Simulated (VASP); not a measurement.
Here is a VASP 6.6.1 calculation.

INCAR

```
PREC = Accurate ; ENCUT = 520
EDIFF = 1E-6 ; ISMEAR = 0
SIGMA = 0.1 ; LREAL = False
LASPH = True ; NELM = 60
ALGO = Normal ; ISIF = 2
LWAVE = False ; LCHARG = False
LDIPOL = True ; IDIPOL = 3
DIPOL = 0.5 0.5 0.294 ; GGA = PE
NBANDS = 10
```

Contents of KPOINTS:

```
regular mesh
0
Gamma
  22 22 1
```

Contents of POSCAR:

```
Os
1.0
    2.4218565504      0.0000000000      0.0000000000
    0.0000000000      2.4218565504      0.0000000000
    0.0000000000      0.0000000000     23.8000000000
Os
1
Direct
    0.5000000000      0.5000000000      0.2941176471
```

Potentials or basis: VASP PAW PBE potentials, release 64 (Os).

Command:

```sh
$ cat potpaw_PBE.64/Os/POTCAR > POTCAR
$ mpirun -np 1 vasp_std > vasp.out
```

Question: Estimate the band gap on the k mesh.

Answer: Zero (bands 4 and 5 overlap by 1.81 eV).

Caveat: spin-orbit coupling is left out, which moves the levels of the heavy elements.
